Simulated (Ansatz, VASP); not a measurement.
One calculation of HfMoC2, two programs

Contents of POSCAR:

```
HfMoC2
1.0
    3.2125588676      0.0000000000      0.0000000000
    0.0000000000      3.2125588676      0.0000000000
    0.0000000000      0.0000000000      4.5148679385
Hf Mo C
1 1 2
Direct
    0.0000000000      0.0000000000      0.0000000000
    0.5000000000      0.5000000000      0.5000000000
    0.5000000000      0.5000000000      0.0000000000
    0.0000000000      0.0000000000      0.5000000000
```

Contents of INCAR.step1:

```
PREC = Accurate ; ENCUT = 520
ISMEAR = -1 ; SIGMA = 0.05
LREAL = False ; LASPH = True
NELM = 80 ; NBANDS = 24
GGA = PE ; ALGO = Normal
EDIFF = 1E-4 ; LWAVE = True
LCHARG = False
```

Contents of INCAR.step2:

```
PREC = Accurate ; ENCUT = 520
EDIFF = 1E-7 ; ISMEAR = -1
SIGMA = 0.05 ; LREAL = False
LASPH = True ; NELM = 80
ALGO = Normal ; ISIF = 2
LWAVE = False ; LCHARG = False
METAGGA = R2SCAN ; LMIXTAU = True
NBANDS = 24 ; ISTART = 1
```

File KPOINTS:

```
regular mesh
0
Gamma
  8 8 6
```

Contents of input.yaml:

```yaml
crystal:
  lattice:
    - [3.2125588676, 0.0, 0.0]
    - [0.0, 3.2125588676, 0.0]
    - [0.0, 0.0, 4.5148679385]
  atoms:
    - { symbol: Hf, position: [0.0, 0.0, 0.0] }
    - { symbol: Mo, position: [0.5, 0.5, 0.5] }
    - { symbol: C, position: [0.5, 0.5, 0.0] }
    - { symbol: C, position: [0.0, 0.0, 0.5] }
hamiltonian:
  xc: r2scan
  pseudopotentials: { kind: paw }
kpoints:
  mp_grid: { grid: [8, 8, 6] }
scf:
  occupations: { method: fermi_dirac, width: 0.05 }
output:
  forces: true
  stress: true
  eigenvalues: true
```

Alike in both runs: task single point; functional r2SCAN; k mesh 8 × 8 × 6; occupations fermi-dirac, width 0.05 eV; no spin polarisation.

|  | VASP | Ansatz |
| --- | --- | --- |
| version | VASP 6.6.1 | Ansatz 0.2.0 |
| potentials or method | VASP PAW PBE potentials, release 64 (Hf_pv, Mo_sv, C) | Ansatz PAW |
| plane-wave cutoff (eV) | 520 | 500 |
| valence electrons in the cell | 32 | 48 |

Ansatz gave:

| Item | Value |
| --- | --- |
| gap on the k mesh at the Fermi level (eV) | none |
| pressure (GPa) | -8.3 |
| traceless stress, the component that is largest in VASP (GPa) | -2.92 |

Estimate VASP's values.

gap on the k mesh at the Fermi level (eV): none; pressure (GPa): -8.5; traceless stress, the component that is largest in VASP (GPa): -2.88.

VASP's potentials were made for PBE, not for r2SCAN. A gap of «none» marks a metal or a gap that the smearing closes. The functional is the same, so the differences come from potentials, cutoffs and numerics. VASP's potentials hold 32 valence electrons a cell and Ansatz's 48, so a difference there can come from the potentials and not from the codes.

Spin-orbit coupling is off throughout.
